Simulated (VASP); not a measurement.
Input of a VASP 6.6.1 run:

INCAR

```
SYSTEM = Al4FeCo3
  PREC = Accurate
  ENCUT = 520
  EDIFF = 1E-7
  ISMEAR = 0
  SIGMA = 0.2
  LREAL = .FALSE.
  LASPH = .TRUE.
  NELM = 80
  ALGO = Fast
  ISIF = 2
  LWAVE = .FALSE.
  LCHARG = .TRUE.
  GGA = PE
  LELF = .TRUE.
  LVHAR = .TRUE.
  NBANDS = 34
```

File KPOINTS:

```
Automatic mesh
0
G
  6 6 6
  0 0 0
```

The input POSCAR:

```
Al4FeCo3
1.0
   -2.8544385400      2.8548864808      2.8544449755
    2.8540872366     -2.8551376018      2.8543458408
    2.8539564603      2.8546524831     -2.8546970550
Al Fe Co
4 1 3
Direct
   -0.0000069125      0.5000178099      1.0000276384
    0.5000079925      0.4999937036      0.5000072888
    0.9999989358      0.9999821226      0.4999622365
    0.4999825375     -0.0000055660     -0.0000098284
    0.0000107671      0.0000270904     -0.0000062128
    0.5000269411      0.0000076293      0.5000060750
    0.4999879900      0.5000065028      0.0000084688
   -0.0000082515      0.4999707073      0.5000043338
```

Potentials or basis: VASP PAW PBE potentials, release 64 (Al, Fe, Co).

The run is started by

```bash
$ cat potpaw_PBE.64/Al/POTCAR potpaw_PBE.64/Fe/POTCAR potpaw_PBE.64/Co/POTCAR > POTCAR
$ mpirun -np 1 vasp_std > vasp.out
```

(1) Predict the band gap on the k mesh.

(2) Predict the pressure.

Answers

(1) zero (an odd number of electrons rules out a gap without spin polarisation).

(2) 0.0 GPa.

Caveat: the run has no spin polarisation, though such a crystal can be magnetic.
